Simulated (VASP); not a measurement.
Crystal: Sb.

```
Sb
1.0
     2.15420    1.24373    3.75800
    -2.15420    1.24373    3.75800
     0.00000   -2.48746    3.75800
Sb
2
Direct
  0.76651 0.76651 0.76651
  0.23349 0.23349 0.23349
```

```yaml
Program: VASP 6.6.1
Task: relaxation of cell and atoms
Functional: revPBE
Potentials_or_basis: VASP PAW PBE potentials, release 64 (Sb)
Cutoff: 600 eV
k_mesh: 8 × 8 × 8
Occupations: fermi-dirac, width 0.05 eV
Spin: no spin polarisation
```

At the start: pressure 3.7 GPa; volume 30.21 Å³/atom.

Where does the relaxation end?

Over 11 steps the energy falls by 24.3 meV/atom and the volume is 32.82 Å³/atom (+8.6 %); space group R-3m (No. 166, to 0.05 Å).

Step by step:
| step | energy change (eV) | largest force (eV/Å) | pressure (GPa) | volume (Å³) |
| --- | --- | --- | --- | --- |
| 1 | 0.0000 | 0.2201 | 3.70 | 60.41 |
| 2 | -0.0273 | 0.3460 | -1.71 | 66.71 |
| 3 | -0.0428 | 0.1512 | 0.09 | 64.20 |
| 4 | -0.0447 | 0.1113 | 0.07 | 64.45 |
| 5 | -0.0471 | 0.0106 | 0.04 | 65.02 |
| 6 | -0.0472 | 0.0180 | 0.03 | 65.17 |
| 7 | -0.0480 | 0.0090 | 0.00 | 65.37 |
| 8 | -0.0485 | 0.0032 | -0.04 | 65.66 |
| 9 | -0.0485 | 0.0047 | -0.04 | 65.69 |
| 10 | -0.0485 | 0.0122 | 0.08 | 65.54 |
| 11 | -0.0485 | 0.0016 | 0.01 | 65.64 |

Final structure:
```
Sb
1.0
     2.19795    1.26898    3.92209
    -2.19795    1.26898    3.92209
     0.00000   -2.53797    3.92209
Sb
2
Cartesian
  0.0000 0.0000 9.0442
  0.0000 0.0000 2.7221
```

Caveat: the PAW data sets were made with another functional, which shifts forces and pressure a little.
